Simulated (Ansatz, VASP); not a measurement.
# One calculation of Sc5Mo, two programs

```
Sc Mo
1.0
     0.00000    4.04781    4.04781
     4.04781    0.00000    4.04781
     4.04781    4.04781    0.00000
Sc Mo
5 1
Direct
  0.38868 0.38868 0.38868
  0.38868 0.38868 0.83396
  0.38868 0.83396 0.38868
  0.83396 0.38868 0.38868
  0.75000 0.75000 0.75000
  0.25000 0.25000 0.25000
```

Alike in both runs: task single point; functional PBE; k mesh 4 × 4 × 4; occupations gaussian, width 0.1 eV; no spin polarisation.

|  | VASP | Ansatz |
| --- | --- | --- |
| version | VASP 6.6.1 | Ansatz 0.2.0 |
| potentials or method | VASP PAW PBE potentials, release 64 (Sc_sv, Mo_sv), cutoff 520 eV | scalar-relativistic, plane waves, PAW |
| valence electrons in the cell | 69 | 69 |

```tsv
	VASP	Ansatz	Ansatz less VASP
gap on the k mesh at the Fermi level (eV)	none	none	-
rms of the force components (eV/Å)	2.050	1.607	-0.4433
```

Atom by atom the forces differ by 0.443 eV/Å (rms over components). A gap of «none» marks a metal or a gap that the smearing closes.
